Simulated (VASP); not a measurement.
SiC: single point with PBEsol

Crystal: SiC.

```
CELL_PARAMETERS angstrom
0.02670 2.17246 2.17246
2.17246 0.02670 2.17246
2.17246 2.17246 0.02670
ATOMIC_POSITIONS crystal
Si 0.00068 0.00068 0.00068
C 0.24932 0.24932 0.24932
```

This cell differs from its parent crystal: strained cell.

```
Program                : VASP 6.6.1
Task                   : single point
Functional             : PBEsol
Potentials or basis    : VASP PAW PBE potentials, release 64 (Si, C)
Cutoff                 : 600 eV
k mesh                 : 9 × 9 × 9
Occupations            : gaussian, width 0.02 eV
Spin                   : no spin polarisation
Dipole correction      : no
Further INCAR settings : ALGO = Normal; EDIFF = 1e-06; NBANDS = 11
```

```json
{"Pressure": "6.5 GPa", "Band gap on the k mesh": "1.28 eV (least direct gap 4.43 eV)"}
```

Stress tensor (GPa, compression positive):
```
 6.53 -3.17 -3.17
-3.17  6.53 -3.17
-3.17 -3.17  6.53
```

Levels at points of the mesh, in eV from the valence-band top:
| k point | band 1 | band 2 | band 3 | band 4 | band 5 | band 6 | band 7 | band 8 | band 9 |
| --- | --- | --- | --- | --- | --- | --- | --- | --- | --- |
| (0.00, 0.00, 0.00) | -15.71 | -0.21 | 0.00 | 0.00 | 6.29 | 7.25 | 7.50 | 7.50 | 14.55 |

It took 37 s on 1 thread of Intel Xeon 8259CL (shared host), peak memory 0.16 GiB.

Caveat: the cell differs from its parent crystal (strained cell); the cell stands under pressure; the PAW data sets were made with another functional, which shifts forces and pressure a little; an odd mesh through Γ misses points on the zone boundary, where band edges can lie.
